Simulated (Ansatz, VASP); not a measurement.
**C: VASP beside Ansatz**

File POSCAR:

```
C
1.0
    0.0000000000      1.7365577780      1.7365577780
    1.7365577780      0.0000000000      1.7365577780
    1.7365577780      1.7365577780      0.0000000000
C
2
Direct
    0.0000000000      0.0000000000      0.0000000000
    0.2500000000      0.2500000000      0.2500000000
```

The input INCAR.step1:

```
PREC     = Accurate       # precision mode
ENCUT    = 520            # plane-wave cutoff, eV
EDIFF    = 1E-5           # SCF threshold, eV
ISMEAR   = 0              # smearing method
SIGMA    = 0.02           # smearing width, eV
LREAL    = False          # projectors in reciprocal space
LASPH    = True           # aspherical terms in the spheres
NELM     = 80             # most SCF steps
ALGO     = Normal         # electronic algorithm
ISIF     = 2              # what is computed and relaxed
LWAVE    = True           # write WAVECAR
LCHARG   = False          # write CHGCAR
NBANDS   = 11             # bands
GGA      = PE             # functional
```

INCAR.step2

```
PREC     = Accurate       # precision mode
ENCUT    = 520            # plane-wave cutoff, eV
EDIFF    = 1E-7           # SCF threshold, eV
ISMEAR   = 0              # smearing method
SIGMA    = 0.02           # smearing width, eV
LREAL    = False          # projectors in reciprocal space
LASPH    = True           # aspherical terms in the spheres
NELM     = 80             # most SCF steps
ALGO     = Normal         # electronic algorithm
ISIF     = 2              # what is computed and relaxed
LWAVE    = False          # write WAVECAR
LCHARG   = False          # write CHGCAR
GGA      = PE             # functional
LHFCALC  = True           # exact exchange
HFSCREEN = 0.2079         # screening, 1/A
PRECFOCK = Normal       
NBANDS   = 11             # bands
ISTART   = 1
```

The input KPOINTS:

```
regular mesh
0
Gamma
  8 8 8
```

Input for Ansatz:

```yaml
crystal:
  lattice:
    - [0.0, 1.736557778, 1.736557778]
    - [1.736557778, 0.0, 1.736557778]
    - [1.736557778, 1.736557778, 0.0]
  atoms:
    - { symbol: C, position: [0.0, 0.0, 0.0] }
    - { symbol: C, position: [0.25, 0.25, 0.25] }
basis:
  ecutwfc: 420
kpoints:
  mp_grid: { grid: [8, 8, 8] }
hamiltonian:
  xc: hse06
scf:
  occupations: { method: gaussian, width: 0.02 }
output:
  forces: true
  stress: true
  eigenvalues: true
```

Alike in both runs: task single point; functional HSE06; k mesh 8 × 8 × 8; occupations gaussian, width 0.02 eV; no spin polarisation.

|  | VASP | Ansatz |
| --- | --- | --- |
| version | VASP 6.6.1 | Ansatz 0.2.0 |
| potentials or method | VASP PAW PBE potentials, release 64 (C), cutoff 520 eV | scalar-relativistic, plane waves, PAW |
| valence electrons in the cell | 8 | 8 |

```csv
,VASP,Ansatz,Ansatz less VASP
gap on the k mesh at the Fermi level (eV),5.48,5.49,+0.010
least direct gap on the mesh (eV),7.21,7.22,+0.009
```

The functional is the same, so the differences come from potentials, cutoffs and numerics. Ansatz's warnings: stress exchange threshold loose, stress scf threshold loose.
